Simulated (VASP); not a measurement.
Crystal: HfO2.

```xyz
3
Lattice="0.0000 2.5575 2.5575 2.5575 0.0000 2.5575 2.5575 2.5575 0.0000" Properties=species:S:1:pos:R:3 pbc="T T T"
Hf    0.0000    0.0000    0.0000
O     3.8363    3.8363    3.8363
O     1.2788    1.2788    1.2788
```

Base run:

| Item | Value |
| --- | --- |
| Program | VASP 6.6.1 |
| Functional | PBEsol |
| Potentials or basis | VASP PAW PBE potentials, release 64 (Hf_pv, O) |
| Cutoff | 520 eV |
| k mesh | 9 × 9 × 9 |
| Occupations | fermi-dirac, width 0.05 eV |
| Spin | no spin polarisation |
| Hubbard terms | Hf d U = 8.0 eV |

Its results: band gap on the k mesh 4.66 eV, indirect (least direct gap 4.79 eV); pressure 8.4 GPa.

After a change of settings the same cell gave: band gap on the k mesh 3.96 eV, indirect (least direct gap 4.08 eV); pressure -8.2 GPa. Which change was it?
A. hubbard terms from Hf d U = 8.0 eV to Hf d U = 1.0 eV
B. functional from PBEsol to SVWN5; hubbard terms from Hf d U = 8.0 eV to none
C. hubbard terms from Hf d U = 8.0 eV to Hf d U = 2.0 eV
D. functional from PBEsol to BLYP; hubbard terms from Hf d U = 8.0 eV to none

C.

Caveats: the PAW data sets were made with another functional, which shifts forces and pressure a little; spin-orbit coupling is left out, which moves the levels of the heavy elements.
